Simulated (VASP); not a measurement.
# Au (Fm-3m) in VASP: further runs

Au is run at these levels: PBE, r2SCAN; tasks: single point, relaxation of cell and atoms.

All numbers are computed with VASP 6.6.1; they aren't measurements. Logs are shortened: lines on timing, memory, paths and dates and some standing lists are left out, and cuts for length are marked.

## 1. The cell of the first run

It takes space group Fm-3m (No. 225, cubic). Conventional cell: a = 4.155 Å, b = 4.155 Å, c = 4.155 Å, α = 90.00°, β = 90.00°, γ = 90.00°. Within 3.9 Å of Au (site symmetry m-3m) lie 12 Au at 2.94 Å.

## 2. Single point, PBE

Contents of INCAR:

```
  ALGO = Normal
  EDIFF = 1E-6
  ENCUT = 500
  GGA = PE
  GGA_COMPAT = F
  ISIF = 2
  ISMEAR = -1
  LASPH = T
  LCHARG = T
  LELF = T
  LREAL = F
  LVHAR = T
  LWAVE = F
  NBANDS = 12
  NELM = 120
  PREC = Accurate
  SIGMA = 0.0974
```

Contents of KPOINTS:

```
k-points
0
Gamma
  7 7 7
```

Contents of POSCAR:

```
Au
1.0
    0.0000000000      2.0775659542      2.0775659542
    2.0775659542      0.0000000000      2.0775659542
    2.0775659542      2.0775659542      0.0000000000
Au
1
Direct
    0.0000000000      0.0000000000      0.0000000000
```

Potentials or basis: VASP PAW PBE potentials, release 64 (Au).

On the command line:

```bash
$ cat potpaw_PBE.64/Au/POTCAR > POTCAR
$ mpirun -np 1 vasp_std > vasp.out
```

OUTCAR:

```text
EDIFF = 1E-6
   ENCUT = 500
   GGA = PE
   ISIF = 2
   ISMEAR = -1
   LASPH = T
   LREAL = F
   NELM = 120
   PREC = Accurate

 ion  position               nearest neighbor table
   1  0.000  0.000  0.000-

  LATTYP: Found a face centered cubic cell.
 ALAT       =     4.1551319084

  Lattice vectors:

 A1 = (   0.0000000000,   2.0775659542,   2.0775659542)
 A2 = (   2.0775659542,   0.0000000000,   2.0775659542)
 A3 = (   2.0775659542,   2.0775659542,   0.0000000000)

Analysis of symmetry for initial positions (statically):
=====================================================================
 Subroutine PRICEL returns:
 Original cell was already a primitive cell.

 Routine SETGRP: Setting up the symmetry group for a
 face centered cubic supercell.

 Subroutine GETGRP returns: Found 48 space group operations
 (whereof 48 operations were pure point group operations)
 out of a pool of 48 trial point group operations.

The static configuration has the point symmetry O_h .

Analysis of symmetry for dynamics (positions and initial velocities):
=====================================================================
 Subroutine PRICEL returns:
 Original cell was already a primitive cell.

 Routine SETGRP: Setting up the symmetry group for a
 face centered cubic supercell.

 Subroutine GETGRP returns: Found 48 space group operations
 (whereof 48 operations were pure point group operations)
 out of a pool of 48 trial point group operations.

The dynamic configuration has the point symmetry O_h .

 Subroutine INISYM returns: Found 48 space group operations
 (whereof 48 operations are pure point group operations),
 and found     1 'primitive' translations

----------------------------------------------------------------------------------------

                                     Primitive cell

  volume of cell :      17.9347

  direct lattice vectors                    reciprocal lattice vectors
     0.000000000  2.077565954  2.077565954    -0.240666246  0.240666246  0.240666246
     2.077565954  0.000000000  2.077565954     0.240666246 -0.240666246  0.240666246
     2.077565954  2.077565954  0.000000000     0.240666246  0.240666246 -0.240666246

  length of vectors
     2.938121949  2.938121949  2.938121949     0.416846167  0.416846167  0.416846167

  position of ions in fractional coordinates (direct lattice)
     0.000000000  0.000000000  0.000000000

  ion indices of the primitive-cell ions
[... 74 lines left out ...]
   NFREE  =      0    steps in history (QN), initial steepest desc. (CG)
   ISIF   =      2    stress and relaxation
   ISYM   =      2    0-nonsym 1-usesym 2-fastsym
   POTIM  = 0.5000    time-step for ionic-motion
   TEBEG  =    0.0;   TEEND  =   0.0 temperature during run
   PSTRESS=    0.0 pullay stress
   NELECT =      11.0000    total number of electrons
   NUPDOWN=      -1.0000    fix difference up-down
   EMIN   =  10.00;   EMAX   =-10.00  energy-range for DOS
   EFERMI =   0.00;   METHOD = LEGACY
   ISMEAR =    -1;   SIGMA  =   0.10  broadening in eV -4-tet -1-fermi 0-gaus
   EFERMI_NEDOS =   21; number of points for ismear=-14 and -15
   IALGO  =     38    algorithm
   IMIX   =      4    mixing-type and parameters
     AMIX     =   0.40;   BMIX     =  1.00
     AMIX_MAG =   1.60;   BMIX_MAG =  1.00
  volume/ion in A,a.u.               =      17.93       121.03
  Fermi-wavevector in a.u.,A,eV,Ry     =   1.390937  2.628490 26.323284  1.934707
  Thomas-Fermi vector in A             =   2.514824
   LORBIT       =      0    0 simple, 1 ext, 2 COOP (PROOUT), +10 PAW based schemes
   GGA     = PE    functional components
   LHFCALC =     F    Hartree Fock is set to
   AEXX    =    0.0000 exact exchange contribution
   IVDW    =     0    specifies the selected vdW correction
   LEPSILON=     F    determine dielectric tensor
   LRPA    =     F    only Hartree local field effects (RPA)
 non-spin polarized calculation
  energy-cutoff  :      500.00
  volume of cell :       17.93
 maximum number of plane-waves:       471
 NGX is ok and might be reduce to    24
   NGX = 11   NGY = 11   NGZ = 11

 number of electron      11.0000002 magnetization

 Free energy of the ion-electron system (eV)
  ---------------------------------------------------
  ext. energy  EPLUGINS =         0.00000000
  ---------------------------------------------------
  free energy    TOTEN  =        -3.27422441 eV

  energy without entropy =       -3.27123252  energy(sigma->0) =       -3.27272847

 E-fermi :   8.3868     XC(G=0): -12.4105

 val. band max:        7.9080036752   @ k =   0.4286   0.2857   0.0000
 cond. band min:       8.4073597739   @ k =   0.4286   0.4286   0.0000
 fundamental gap:      0.4993560987
 Fermi energy:         8.3868418130

 k-point     1 :       0.0000    0.0000    0.0000
  band No.  band energies     occupation
      1      -0.6807      2.00000
      2       4.2265      2.00000
      3       4.2265      2.00000
      4       4.2265      2.00000
      5       5.6096      2.00000
      6       5.6096      2.00000
      7      23.2261      0.00000
      8      26.9302      0.00000
      9      26.9302      0.00000
     10      26.9302      0.00000
     11      31.6762      0.00000
     12      35.7796      0.00000
[... 271 lines left out ...]
 k-point    20 :      -0.2857    0.4286    0.1429
  band No.  band energies     occupation
      1       3.0329      2.00000
      2       3.4685      2.00000
      3       4.2320      2.00000
      4       5.5628      2.00000
      5       6.7872      2.00000
      6      12.2302      0.00000
      7      14.3490      0.00000
      8      15.4407      0.00000
      9      19.2519      0.00000
     10      28.3259      0.00000
     11      31.8775      0.00000
     12      33.3009      0.00000

------------------------ aborting loop because EDIFF is reached ----------------------------------------

  FORCE on cell =-STRESS in cart. coord.  units (eV):
  Direction    XX          YY          ZZ          XY          YZ          ZX
  --------------------------------------------------------------------------------------
  -------------------------------------------------------------------------------------
  Total       -0.0297653     -0.0297653     -0.0297653     -0.0000000      0.0000000      0.0000000
  in kB       -2.6590500     -2.6590500     -2.6590500     -0.0000000      0.0000000      0.0000000
  external PRESSURE =      -2.6590500 kB  Pullay stress =       0.0000000 kB

 VOLUME and BASIS-vectors are now :
 -----------------------------------------------------------------------------
  energy-cutoff  :      500.00
  volume of cell :       17.93
      direct lattice vectors                 reciprocal lattice vectors
     0.000000000  2.077565954  2.077565954    -0.240666246  0.240666246  0.240666246
     2.077565954  0.000000000  2.077565954     0.240666246 -0.240666246  0.240666246
     2.077565954  2.077565954  0.000000000     0.240666246  0.240666246 -0.240666246

 POSITION                                       TOTAL-FORCE (eV/Angst)
 -----------------------------------------------------------------------------------
      0.00000      0.00000      0.00000         0.000000      0.000000     -0.000000
 -----------------------------------------------------------------------------------
    total drift:                               -0.000000      0.000000      0.000000

  FREE ENERGIE OF THE ION-ELECTRON SYSTEM (eV)
  ---------------------------------------------------
  free  energy   TOTEN  =        -3.2742244113 eV

  energy  without entropy=       -3.2712325249  energy(sigma->0) =       -3.27272847
```

It took 6.1 s on 1 thread of Intel Xeon 8259CL, shared host; peak memory 0.14 GiB.

What came out:

| Property | Result |
| --- | --- |
| Free energy | -3.2742 eV |
| Pressure | -0.3 GPa |

Levels at points of the mesh, in eV from the Fermi level:
```csv
k point,band 3,band 4,band 5,band 6,band 7,band 8,band 9,band 10
"(0.00, 0.00, 0.00)",-4.16,-4.16,-2.78,-2.78,14.84,18.54,18.54,18.54
```

Caveat: the k points lie up to 0.37 Å⁻¹ apart; spin-orbit coupling is left out, which moves the levels of the heavy elements.

## 3. Single point, r2SCAN

This run uses another cell than the first one, of 17.50 Å³/atom, 0.976 times its volume.

Contents of POSCAR:

```
Au
1.0
    0.0000000000      2.0605709990      2.0605709990
    2.0605709990      0.0000000000      2.0605709990
    2.0605709990      2.0605709990      0.0000000000
Au
1
Direct
    0.0000000000      0.0000000000      0.0000000000
```

Contents of INCAR.step1:

```
SYSTEM = Au
PREC     = Accurate       ! precision mode
ENCUT    = 550            ! plane-wave cutoff, eV
ISMEAR   = -1             ! smearing method
SIGMA    = 0.0974         ! smearing width, eV
LREAL    = .FALSE.        ! projectors in reciprocal space
LASPH    = .TRUE.         ! aspherical terms in the spheres
NELM     = 120            ! most SCF steps
NBANDS   = 12             ! bands
GGA      = PE             ! functional
ALGO     = Normal         ! electronic algorithm
EDIFF    = 1E-5           ! SCF threshold, eV
LWAVE    = .TRUE.         ! write WAVECAR
LCHARG   = .FALSE.        ! write CHGCAR
GGA_COMPAT= .FALSE.
```

Contents of INCAR.step2:

```
SYSTEM = Au
PREC     = Accurate       ! precision mode
ENCUT    = 550            ! plane-wave cutoff, eV
EDIFF    = 1E-6           ! SCF threshold, eV
ISMEAR   = -1             ! smearing method
SIGMA    = 0.0974         ! smearing width, eV
LREAL    = .FALSE.        ! projectors in reciprocal space
LASPH    = .TRUE.         ! aspherical terms in the spheres
NELM     = 120            ! most SCF steps
ALGO     = Normal         ! electronic algorithm
ISIF     = 2              ! what is computed and relaxed
LWAVE    = .FALSE.        ! write WAVECAR
LCHARG   = .TRUE.         ! write CHGCAR
METAGGA  = R2SCAN         ! meta-GGA
LMIXTAU  = .TRUE.       
LELF     = .TRUE.         ! ELF
LVHAR    = .TRUE.       
NBANDS   = 12             ! bands
ISTART   = 1            
GGA_COMPAT= .FALSE.
```

Contents of KPOINTS:

```
Automatic mesh
0
G
  7 7 7
  0 0 0
```

Potentials or basis: VASP PAW PBE potentials, release 64 (Au).

On the command line:

```bash
$ cat potpaw_PBE.64/Au/POTCAR > POTCAR
$ cp INCAR.step1 INCAR
$ mpirun -np 1 vasp_std > vasp.out
$ cp INCAR.step2 INCAR
$ mpirun -np 1 vasp_std > vasp.out
```

OUTCAR:

```text
SYSTEM = Au
   PREC = Accurate
   ENCUT = 550
   EDIFF = 1E-6
   ISMEAR = -1
   LREAL = .FALSE.
   LASPH = .TRUE.
   NELM = 120
   ISIF = 2
   METAGGA = R2SCAN
   ISTART = 1

 ion  position               nearest neighbor table
   1  0.000  0.000  0.000-

  LATTYP: Found a face centered cubic cell.
 ALAT       =     4.1211419980

  Lattice vectors:

 A1 = (   0.0000000000,   2.0605709990,   2.0605709990)
 A2 = (   2.0605709990,   0.0000000000,   2.0605709990)
 A3 = (   2.0605709990,   2.0605709990,   0.0000000000)

Analysis of symmetry for initial positions (statically):
=====================================================================
 Subroutine PRICEL returns:
 Original cell was already a primitive cell.

 Routine SETGRP: Setting up the symmetry group for a
 face centered cubic supercell.

 Subroutine GETGRP returns: Found 48 space group operations
 (whereof 48 operations were pure point group operations)
 out of a pool of 48 trial point group operations.

The static configuration has the point symmetry O_h .

[... 161 lines left out ...]
  band No.  band energies     occupation
      1      -0.9110      2.00000
      2       4.0952      2.00000
      3       4.0952      2.00000
      4       4.0952      2.00000
      5       5.5574      2.00000
      6       5.5574      2.00000
      7      24.2401      0.00000
      8      28.1767      0.00000
      9      28.1767      0.00000
     10      28.1767      0.00000
     11      33.3633      0.00000
     12      37.5401      0.00000
[... 271 lines left out ...]
 k-point    20 :      -0.2857    0.4286    0.1429
  band No.  band energies     occupation
      1       2.8432      2.00000
      2       3.3139      2.00000
      3       4.1220      2.00000
      4       5.5180      2.00000
      5       6.8467      2.00000
      6      12.7585      0.00000
      7      14.9579      0.00000
      8      16.1542      0.00000
      9      20.1758      0.00000
     10      29.7066      0.00000
     11      33.3965      0.00000
     12      34.9802      0.00000

------------------------ aborting loop because EDIFF is reached ----------------------------------------

  FORCE on cell =-STRESS in cart. coord.  units (eV):
  Direction    XX          YY          ZZ          XY          YZ          ZX
  --------------------------------------------------------------------------------------
  -------------------------------------------------------------------------------------
  Total        0.0311649      0.0311649      0.0311649     -0.0000000      0.0000000      0.0000000
  in kB        2.8535350      2.8535350      2.8535350     -0.0000000      0.0000000      0.0000000
  external PRESSURE =       2.8535350 kB  Pullay stress =       0.0000000 kB

 VOLUME and BASIS-vectors are now :
 -----------------------------------------------------------------------------
  energy-cutoff  :      550.00
  volume of cell :       17.50
      direct lattice vectors                 reciprocal lattice vectors
     0.000000000  2.060570999  2.060570999    -0.242651188  0.242651188  0.242651188
     2.060570999  0.000000000  2.060570999     0.242651188 -0.242651188  0.242651188
     2.060570999  2.060570999  0.000000000     0.242651188  0.242651188 -0.242651188

 POSITION                                       TOTAL-FORCE (eV/Angst)
 -----------------------------------------------------------------------------------
      0.00000      0.00000      0.00000         0.000000      0.000000      0.000000
 -----------------------------------------------------------------------------------
    total drift:                               -0.000000      0.000000     -0.000000

  FREE ENERGIE OF THE ION-ELECTRON SYSTEM (eV)
  ---------------------------------------------------
  free  energy   TOTEN  =       -50.6528565779 eV

  energy  without entropy=      -50.6501495435  energy(sigma->0) =      -50.65150306
```

OUTCAR.step1:

```text
SYSTEM = Au
   PREC = Accurate
   ENCUT = 550
   ISMEAR = -1
   LREAL = .FALSE.
   LASPH = .TRUE.
[... 510 lines left out ...]
 -----------------------------------------------------------------------------------
      0.00000      0.00000      0.00000         0.000000      0.000000      0.000000
 -----------------------------------------------------------------------------------
    total drift:                               -0.000000      0.000000      0.000000

  FREE ENERGIE OF THE ION-ELECTRON SYSTEM (eV)
  ---------------------------------------------------
  free  energy   TOTEN  =        -3.2695365720 eV

  energy  without entropy=       -3.2662487064  energy(sigma->0) =       -3.26789264
```

OSZICAR.step1:

```text
N       E                     dE             d eps       ncg     rms          rms(c)
DAV:   1     0.543917007337E+02    0.54392E+02   -0.56175E+03   480   0.848E+02
DAV:   2    -0.266549462429E+01   -0.57057E+02   -0.53461E+02   560   0.192E+02
DAV:   3    -0.352719873188E+01   -0.86170E+00   -0.86107E+00   572   0.228E+01
DAV:   4    -0.353013857460E+01   -0.29398E-02   -0.29397E-02   580   0.154E+00
DAV:   5    -0.353016017962E+01   -0.21605E-04   -0.21604E-04   572   0.128E-01    0.856E+00
DAV:   6    -0.328775864869E+01    0.24240E+00   -0.67018E-01   524   0.656E+00    0.551E+00
DAV:   7    -0.327150608886E+01    0.16253E-01   -0.54458E-02   568   0.189E+00    0.270E+00
DAV:   8    -0.326954135518E+01    0.19647E-02   -0.11177E-03   528   0.280E-01    0.227E-01
DAV:   9    -0.326953124357E+01    0.10112E-04   -0.12670E-05   564   0.292E-02    0.299E-02
DAV:  10    -0.326953657203E+01   -0.53285E-05   -0.33478E-06   312   0.182E-02
   1 F= -.32695366E+01 E0= -.32678926E+01  d E =-.328787E-02
```

Wall time 27 s (1 thread of Intel Xeon 8259CL, shared host); peak memory 0.14 GiB.

What came out:

| Quantity | Value |
| --- | --- |
| Free energy | -50.6529 eV |
| Pressure | 0.3 GPa |

Caveat: the k points lie up to 0.38 Å⁻¹ apart; the PAW data sets were made with another functional, which shifts forces and pressure a little; spin-orbit coupling is left out, which moves the levels of the heavy elements.

(Part 1 of 3 ends here.)
